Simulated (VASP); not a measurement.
# MoS (Fm-3m) in VASP: relaxation of cell and atoms with r2SCAN+U

Aim: the relaxation of cell and atoms of MoS with r2SCAN+U.

Everything below comes from runs of VASP 6.6.1. Logs are shortened: lines on timing, memory, paths and dates and some standing lists are left out, and cuts for length are marked.

## 1. The cell of the first run

Symmetry: Fm-3m, No. 225, cubic system. The conventional cell has a = 5.468 Å, b = 5.468 Å, c = 5.468 Å, α = 90.00°, β = 90.00°, γ = 90.00°. Mo (site symmetry m-3m) has 6 S at 2.73 Å within 3.6 Å. S (site symmetry m-3m) has 6 Mo at 2.73 Å within 3.6 Å.

## 2. Relaxation of cell and atoms, r2SCAN+U

The input, POSCAR:

```
MoS
1.0
    0.0000000000      2.7339415185      2.7339415185
    2.7339415185      0.0000000000      2.7339415185
    2.7339415185      2.7339415185      0.0000000000
Mo S
1 1
Direct
    0.0000000000      0.0000000000      0.0000000000
    0.5000000000      0.5000000000      0.5000000000
```

The input, INCAR.step1:

```
PREC     = Accurate       # precision mode
ENCUT    = 600            # plane-wave cutoff, eV
ISMEAR   = 0              # smearing method
SIGMA    = 0.1            # smearing width, eV
LREAL    = False          # projectors in reciprocal space
LASPH    = True           # aspherical terms in the spheres
NELM     = 150            # most SCF steps
LMAXMIX  = 4              # l up to which the mixer works
LDAU     = True           # DFT+U
LDAUTYPE = 2            
LDAUL    = 2 -1           # shell
LDAUU    = 4.38 0         # U, eV
LDAUJ    = 0 0          
GGA      = PE             # functional
ALGO     = Normal         # electronic algorithm
EDIFF    = 1E-4           # SCF threshold, eV
LWAVE    = True           # write WAVECAR
LCHARG   = False          # write CHGCAR
```

The input, INCAR.step2:

```
PREC     = Accurate       # precision mode
ENCUT    = 600            # plane-wave cutoff, eV
EDIFF    = 1E-6           # SCF threshold, eV
ISMEAR   = 0              # smearing method
SIGMA    = 0.1            # smearing width, eV
LREAL    = False          # projectors in reciprocal space
LASPH    = True           # aspherical terms in the spheres
NELM     = 150            # most SCF steps
ALGO     = Normal         # electronic algorithm
ISIF     = 3              # what is computed and relaxed
LWAVE    = False          # write WAVECAR
LCHARG   = False          # write CHGCAR
LMAXMIX  = 4              # l up to which the mixer works
LDAU     = True           # DFT+U
LDAUTYPE = 2            
LDAUL    = 2 -1           # shell
LDAUU    = 4.38 0         # U, eV
LDAUJ    = 0 0          
LDAUPRINT= 1            
METAGGA  = R2SCAN         # meta-GGA
LMIXTAU  = True         
IBRION   = 2              # ionic algorithm
NSW      = 80             # ionic steps
EDIFFG   = -0.01          # ionic threshold
ISTART   = 1
```

The input, KPOINTS:

```
regular mesh
0
Gamma
  14 14 14
```

Potentials or basis: VASP PAW PBE potentials, release 64 (Mo_sv, S).

Run with:

```console
> cat potpaw_PBE.64/Mo_sv/POTCAR potpaw_PBE.64/S/POTCAR > POTCAR
> cp INCAR.step1 INCAR
> mpirun -np 1 vasp_std > vasp.out
> cp INCAR.step2 INCAR
> mpirun -np 1 vasp_std > vasp.out
```

OUTCAR:

```text
PREC = Accurate
   ENCUT = 600
   EDIFF = 1E-6
   ISMEAR = 0
   LREAL = False
   LASPH = True
   NELM = 150
   ISIF = 3
   METAGGA = R2SCAN
   IBRION = 2
   NSW = 80
   EDIFFG = -0.01
   ISTART = 1

 ion  position               nearest neighbor table
   1  0.000  0.000  0.000-   2 2.73   2 2.73   2 2.73   2 2.73   2 2.73   2 2.73
   2  0.500  0.500  0.500-   1 2.73   1 2.73   1 2.73   1 2.73   1 2.73   1 2.73

  LATTYP: Found a face centered cubic cell.
 ALAT       =     5.4678830370

  Lattice vectors:

 A1 = (   0.0000000000,   2.7339415185,   2.7339415185)
 A2 = (   2.7339415185,   0.0000000000,   2.7339415185)
 A3 = (   2.7339415185,   2.7339415185,   0.0000000000)

Analysis of symmetry for initial positions (statically):
=====================================================================
 Subroutine PRICEL returns:
 Original cell was already a primitive cell.

 Routine SETGRP: Setting up the symmetry group for a
 face centered cubic supercell.

 Subroutine GETGRP returns: Found 48 space group operations
 (whereof 48 operations were pure point group operations)
 out of a pool of 48 trial point group operations.

The static configuration has the point symmetry O_h .

Analysis of symmetry for dynamics (positions and initial velocities):
=====================================================================
 Subroutine PRICEL returns:
 Original cell was already a primitive cell.

 Routine SETGRP: Setting up the symmetry group for a
 face centered cubic supercell.

 Subroutine GETGRP returns: Found 48 space group operations
 (whereof 48 operations were pure point group operations)
 out of a pool of 48 trial point group operations.

The dynamic configuration has the point symmetry O_h .

 Subroutine INISYM returns: Found 48 space group operations
 (whereof 48 operations are pure point group operations),
 and found     1 'primitive' translations

----------------------------------------------------------------------------------------

                                     Primitive cell

  volume of cell :      40.8693

  direct lattice vectors                    reciprocal lattice vectors
     0.000000000  2.733941519  2.733941519    -0.182886136  0.182886136  0.182886136
     2.733941519  0.000000000  2.733941519     0.182886136 -0.182886136  0.182886136
     2.733941519  2.733941519  0.000000000     0.182886136  0.182886136 -0.182886136

  length of vectors
     3.866377174  3.866377174  3.866377174     0.316768079  0.316768079  0.316768079

  position of ions in fractional coordinates (direct lattice)
     0.000000000  0.000000000  0.000000000
     0.500000000  0.500000000  0.500000000

  ion indices of the primitive-cell ions
   primitive index   ion index
                 1           1
                 2           2

----------------------------------------------------------------------------------------

 KPOINTS: regular mesh

Automatic generation of k-mesh.
 Grid dimensions read from file:
 generate k-points for:   14   14   14

 Generating k-lattice:

  Cartesian coordinates                     Fractional coordinates (reciprocal lattice)
    -0.013063295  0.013063295  0.013063295     0.071428571  0.000000000  0.000000000
     0.013063295 -0.013063295  0.013063295     0.000000000  0.071428571  0.000000000
     0.013063295  0.013063295 -0.013063295     0.000000000  0.000000000  0.071428571

  Length of vectors
     0.022626291  0.022626291  0.022626291

  Shift w.r.t. Gamma in fractional coordinates (k-lattice)
     0.000000000  0.000000000  0.000000000

 Subroutine IBZKPT returns following result:
 ===========================================

 Found    104 irreducible k-points:

 Following reciprocal coordinates:
            Coordinates               Weight
  0.000000  0.000000  0.000000      1.000000
  0.071429  0.000000  0.000000      8.000000
  0.142857  0.000000  0.000000      8.000000
  0.214286  0.000000  0.000000      8.000000
[... 31 lines left out ...]
   ISTART =      1    job   : 0-new  1-cont  2-samecut
   ICHARG =      0    charge: 1-file 2-atom 10-const
   ISPIN  =      1    spin polarized calculation?
   LNONCOLLINEAR =      F non collinear calculations
   LSORBIT =      F    spin-orbit coupling
   LASPH  =      T    aspherical Exc in radial PAW
   ENCUT  =  600.0 eV  44.10 Ry    6.64 a.u.   7.72  7.72  7.72*2*pi/ulx,y,z
   NELM   =    150;   NELMIN=  2; NELMDL=  0     # of ELM steps
   EDIFF  = 0.1E-05   stopping-criterion for ELM
   LREAL  =      F    real-space projection
   EDIFFG = -.1E-01   stopping-criterion for IOM
   NSW    =     80    number of steps for IOM
   IBRION =      2    ionic relax: 0-MD 1-quasi-New 2-CG
   NFREE  =      1    steps in history (QN), initial steepest desc. (CG)
   ISIF   =      3    stress and relaxation
   ISYM   =      2    0-nonsym 1-usesym 2-fastsym
   POTIM  = 0.5000    time-step for ionic-motion
   TEBEG  =    0.0;   TEEND  =   0.0 temperature during run
   PSTRESS=    0.0 pullay stress
   NELECT =      20.0000    total number of electrons
   NUPDOWN=      -1.0000    fix difference up-down
   EMIN   =  10.00;   EMAX   =-10.00  energy-range for DOS
   EFERMI =   0.00;   METHOD = LEGACY
   ISMEAR =     0;   SIGMA  =   0.10  broadening in eV -4-tet -1-fermi 0-gaus
   EFERMI_NEDOS =   21; number of points for ismear=-14 and -15
   IALGO  =     38    algorithm
   IMIX   =      4    mixing-type and parameters
     AMIX     =   0.40;   BMIX     =  1.00
     AMIX_MAG =   1.60;   BMIX_MAG =  1.00
  volume/ion in A,a.u.               =      20.43       137.90
  Fermi-wavevector in a.u.,A,eV,Ry     =   1.290087  2.437911 22.644503  1.664324
  Thomas-Fermi vector in A             =   2.421940
   LORBIT       =      0    0 simple, 1 ext, 2 COOP (PROOUT), +10 PAW based schemes
 LDA+U is selected, type is set to LDAUTYPE =  2
   angular momentum for each species LDAUL =     2   -1
   U (eV)           for each species LDAUU =   4.4  0.0
   J (eV)           for each species LDAUJ =   0.0  0.0
   METAGGA = R2SCAN    functional components
   LHFCALC =     F    Hartree Fock is set to
   AEXX    =    0.0000 exact exchange contribution
   IVDW    =     0    specifies the selected vdW correction
   LEPSILON=     F    determine dielectric tensor
   LRPA    =     F    only Hartree local field effects (RPA)
 conjugate gradient relaxation of ions
 non-spin polarized calculation
 Gauss-broadening in eV      SIGMA  =   0.10
  energy-cutoff  :      600.00
  volume of cell :       40.87
 maximum number of plane-waves:      1381
   NGX = 15   NGY = 15   NGZ = 15

--------------------------------------- Ionic step        1  -------------------------------------------

 number of electron      20.0000000 magnetization

 Free energy of the ion-electron system (eV)
  ---------------------------------------------------
  ext. energy  EPLUGINS =         0.00000000
  ---------------------------------------------------
  free energy    TOTEN  =       -28.01493078 eV

  energy without entropy =      -27.98652293  energy(sigma->0) =      -28.00072685

 E-fermi :   7.3439     XC(G=0): -11.3424

 val. band max:        7.3434428529   @ k =   0.4286   0.1429   0.0714
 cond. band min:       7.3443992214   @ k =  -0.4286   0.3571   0.0714
 fundamental gap:      0.0009563686
 Fermi energy:         7.3439354413

 k-point     1 :       0.0000    0.0000    0.0000
  band No.  band energies     occupation
      1     -56.0744      2.00000
      2     -29.3887      2.00000
      3     -29.3887      2.00000
      4     -29.3887      2.00000
      5      -7.4853      2.00000
      6       4.8861      2.00000
      7       4.8861      2.00000
      8       4.8861      2.00000
      9       5.7700      2.00000
     10       5.7700      2.00000
     11       5.7700      2.00000
     12       7.7812      0.00000
     13       7.7813      0.00000
     14       9.5018      0.00000
[... 564 lines left out ...]
  FREE ENERGIE OF THE ION-ELECTRON SYSTEM (eV)
  ---------------------------------------------------
  free  energy   TOTEN  =       -28.5922171931 eV

  energy  without entropy=      -28.5778274981  energy(sigma->0) =      -28.58502235

atom =   1  type =  1  l = 2

 onsite density matrix

spin component  1

  0.5031 -0.0000  0.0000  0.0000  0.0000
 -0.0000  0.5031 -0.0000 -0.0000 -0.0000
  0.0000 -0.0000  0.2353 -0.0000 -0.0000
  0.0000 -0.0000 -0.0000  0.5031 -0.0000
  0.0000 -0.0000 -0.0000 -0.0000  0.2353

spin component  2

  0.5031 -0.0000  0.0000  0.0000  0.0000
 -0.0000  0.5031 -0.0000 -0.0000 -0.0000
  0.0000 -0.0000  0.2353 -0.0000 -0.0000
  0.0000 -0.0000 -0.0000  0.5031 -0.0000
  0.0000 -0.0000 -0.0000 -0.0000  0.2353

 occupancies and eigenvectors

  o =  0.2353  v =  0.0000 -0.0000  1.0000  0.0000  0.0060  0.0000  0.0000  0.0000  0.0000  0.0000      0.0000  0.0000  0.0000  0.0000  0.0000  0.0000  0.0000  0.0000  0.0000  0.0000
  o =  0.2353  v =  0.0000  0.0000  0.0000  0.0000  0.0000  0.0000 -0.0000  1.0000  0.0000  0.0060      0.0000  0.0000  0.0000  0.0000  0.0000  0.0000  0.0000  0.0000  0.0000  0.0000
  o =  0.2353  v =  0.0000  0.0000 -0.0060  0.0000  1.0000  0.0000  0.0000  0.0000  0.0000  0.0000      0.0000  0.0000  0.0000  0.0000  0.0000  0.0000  0.0000  0.0000  0.0000  0.0000
  o =  0.2353  v =  0.0000  0.0000  0.0000  0.0000  0.0000  0.0000  0.0000 -0.0060  0.0000  1.0000      0.0000  0.0000  0.0000  0.0000  0.0000  0.0000  0.0000  0.0000  0.0000  0.0000
  o =  0.5031  v =  0.0000 -0.9420 -0.0000  0.3356 -0.0000  0.0000  0.0000  0.0000  0.0000  0.0000      0.0000  0.0000  0.0000  0.0000  0.0000  0.0000  0.0000  0.0000  0.0000  0.0000
  o =  0.5031  v =  0.0000  0.0000  0.0000  0.0000  0.0000  0.0000 -0.9420 -0.0000  0.3356 -0.0000      0.0000  0.0000  0.0000  0.0000  0.0000  0.0000  0.0000  0.0000  0.0000  0.0000
  o =  0.5031  v =  0.0000  0.0000  0.0000  0.0000  0.0000  0.0000 -0.3356 -0.0000 -0.9420  0.0000      0.0000  0.0000  0.0000  0.0000  0.0000  0.0000  0.0000  0.0000  0.0000  0.0000
  o =  0.5031  v =  0.0000 -0.3356 -0.0000 -0.9420  0.0000  0.0000  0.0000  0.0000  0.0000  0.0000      0.0000  0.0000  0.0000  0.0000  0.0000  0.0000  0.0000  0.0000  0.0000  0.0000
  o =  0.5031  v =  1.0000  0.0000  0.0000  0.0000  0.0000  0.0000  0.0000  0.0000  0.0000  0.0000      0.0000  0.0000  0.0000  0.0000  0.0000  0.0000  0.0000  0.0000  0.0000  0.0000
  o =  0.5031  v =  0.0000  0.0000  0.0000  0.0000  0.0000  1.0000  0.0000  0.0000  0.0000  0.0000      0.0000  0.0000  0.0000  0.0000  0.0000  0.0000  0.0000  0.0000  0.0000  0.0000

--------------------------------------- Ionic step        6  -------------------------------------------

 number of electron      19.9999998 magnetization

 Free energy of the ion-electron system (eV)
  ---------------------------------------------------
  ext. energy  EPLUGINS =         0.00000000
  ---------------------------------------------------
  free energy    TOTEN  =       -28.59223657 eV

  energy without entropy =      -28.57789282  energy(sigma->0) =      -28.58506469

 E-fermi :  10.8526     XC(G=0): -12.7425

 val. band max:       10.8459203770   @ k =   0.5000   0.2143   0.0714
 cond. band min:      10.8732124844   @ k =   0.2857   0.2143   0.0000
 fundamental gap:      0.0272921074
 Fermi energy:        10.8526318459

 k-point     1 :       0.0000    0.0000    0.0000
  band No.  band energies     occupation
      1     -52.7972      2.00000
      2     -26.1380      2.00000
      3     -26.1380      2.00000
      4     -26.1380      2.00000
      5      -5.8901      2.00000
      6       7.6943      2.00000
      7       7.6943      2.00000
      8       7.6943      2.00000
      9       8.3964      2.00000
     10       8.3964      2.00000
     11       8.3964      2.00000
     12       9.9145      2.00000
     13       9.9145      2.00000
     14      14.4899      0.00000
[... 420 lines left out ...]
  FREE ENERGIE OF THE ION-ELECTRON SYSTEM (eV)
  ---------------------------------------------------
  free  energy   TOTEN  =       -28.5922365672 eV

  energy  without entropy=      -28.5778928184  energy(sigma->0) =      -28.58506469

 reached required accuracy - stopping structural energy minimisation
```

Run time: 15 min. Hardware: 1 thread of Intel Xeon 8259CL, shared host; peak memory 0.25 GiB.

Results:

- Free energy: -28.5922 eV
- Relaxed volume: 16.05 Å³/atom
- Relaxed cell: a = 3.567 Å, b = 3.567 Å, c = 3.567 Å, α = 60.00°, β = 60.00°, γ = 60.00°
- Space group after relaxing (to 0.1 Å): Fm-3m (No. 225)
- Energy gained by relaxing: 288.7 meV/atom
- Ionic steps: 6
- Pressure after relaxing: 0.0 GPa
- Band gap on the k mesh: zero (bands 10 and 11 overlap by 2.80 eV)

Step by step:
```csv
step,energy change (eV),largest force (eV/Å),pressure (GPa),volume (Å³)
1,0.0000,0.0000,-17.84,40.87
2,-0.4346,0.0000,16.06,28.83
3,-0.5772,0.0000,-0.38,32.21
4,-0.5773,0.0000,0.22,32.05
5,-0.5773,0.0000,-0.15,32.14
6,-0.5773,0.0000,0.00,32.10
```

Final structure:
```
CELL_PARAMETERS angstrom
0.00000 2.52259 2.52259
2.52259 0.00000 2.52259
2.52259 2.52259 0.00000
ATOMIC_POSITIONS crystal
Mo 0.00000 0.00000 0.00000
S 0.50000 0.50000 0.50000
```

Levels at points of the mesh, in eV from the Fermi level:
```
           k point  band 7  band 8  band 9  band 10  band 11  band 12  band 13  band 14
(0.00, 0.00, 0.00)   -3.16   -3.16   -2.46    -2.46    -2.46    -0.94    -0.94     3.64
(0.50, 0.00, 0.00)   -6.05   -6.05   -0.15    -0.15     0.49     2.94     5.49     5.49
(0.50, 0.50, 0.00)   -4.51   -4.51   -4.16     0.11     0.39     0.39     2.46     3.62
```

Eigenvalues of the final occupation matrices:
| site | spin | trace | eigenvalues |
| --- | --- | --- | --- |
| site 1 d | 1 | 1.98 | 0.24 0.24 0.50 0.50 0.50 |
| site 1 d | 2 | 1.98 | 0.24 0.24 0.50 0.50 0.50 |

Caveat: the volume moved by over 15 % at a fixed basis, so the end points are rough; the PAW data sets were made with another functional, which shifts forces and pressure a little; U without spin polarisation on a metal has little footing.

The gap in the log of VASP goes by the Fermi energy; the results here count the filled bands.